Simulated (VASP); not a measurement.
Wanted: the native input for a VASP 6.6.1 run.

```yaml
Task: single point
Functional: r2SCAN
Potentials_or_basis: VASP PAW PBE potentials, release 64 (Sn_d)
Cutoff: 520 eV
k_mesh: 20 × 20 × 20
Occupations: gaussian, width 0.15 eV
Spin: no spin polarisation
Dipole_correction: no
Further_INCAR_settings: ALGO = Normal; EDIFF = 1e-06; NBANDS = 13
```

Crystal: Sn.

```xyz
1
Lattice="-1.8641 1.8641 1.9573 1.8641 -1.8641 1.9573 1.8641 1.8641 -1.9573" Properties=species:S:1:pos:R:3 pbc="T T T"
Sn    0.0000    0.0000    0.0000
```

This cell differs from its parent crystal: ratio of the length along z to the lengths across it x 1.05, volume and fractional coordinates fixed.

These files were run (other wordings do the same):

POSCAR

```
Sn
1.0
   -1.8640875742      1.8640875742      1.9572919529
    1.8640875742     -1.8640875742      1.9572919529
    1.8640875742      1.8640875742     -1.9572919529
Sn
1
Direct
    0.0000000000      0.0000000000      0.0000000000
```

INCAR.step1

```
SYSTEM = Sn
  ALGO = Normal
  EDIFF = 1E-4
  ENCUT = 520
  GGA = PE
  ISMEAR = 0
  LASPH = .TRUE.
  LCHARG = .FALSE.
  LREAL = .FALSE.
  LWAVE = .TRUE.
  NBANDS = 13
  NELM = 100
  PREC = Accurate
  SIGMA = 0.15
```

INCAR.step2

```
SYSTEM = Sn
  ALGO = Normal
  EDIFF = 1E-6
  ENCUT = 520
  ISIF = 2
  ISMEAR = 0
  ISTART = 1
  LASPH = .TRUE.
  LCHARG = .TRUE.
  LELF = .TRUE.
  LMIXTAU = .TRUE.
  LREAL = .FALSE.
  LVHAR = .TRUE.
  LWAVE = .FALSE.
  METAGGA = R2SCAN
  NBANDS = 13
  NELM = 100
  PREC = Accurate
  SIGMA = 0.15
```

KPOINTS

```
k-points
0
G
  20 20 20
  0 0 0
```

Potentials or basis: VASP PAW PBE potentials, release 64 (Sn_d).

Launch:

```bash
$ cat potpaw_PBE.64/Sn_d/POTCAR > POTCAR
$ cp INCAR.step1 INCAR
$ mpirun -np 1 vasp_std > vasp.out
$ cp INCAR.step2 INCAR
$ mpirun -np 1 vasp_std > vasp.out
```

Results of the run:

```
Pressure               : -0.5 GPa
Band gap on the k mesh : zero (band 7 reaches 16.26 eV, above the bottom of band 8 at 5.49 eV)
```

Caveat: the PAW data sets were made with another functional, which shifts forces and pressure a little; spin-orbit coupling is left out, which moves the levels of the heavy elements.

Wall time 4.9 min on 1 thread of Intel(R) Xeon(R) Platinum 8488C (Sapphire Rapids), with other jobs on the host, peak memory 0.31 GiB.
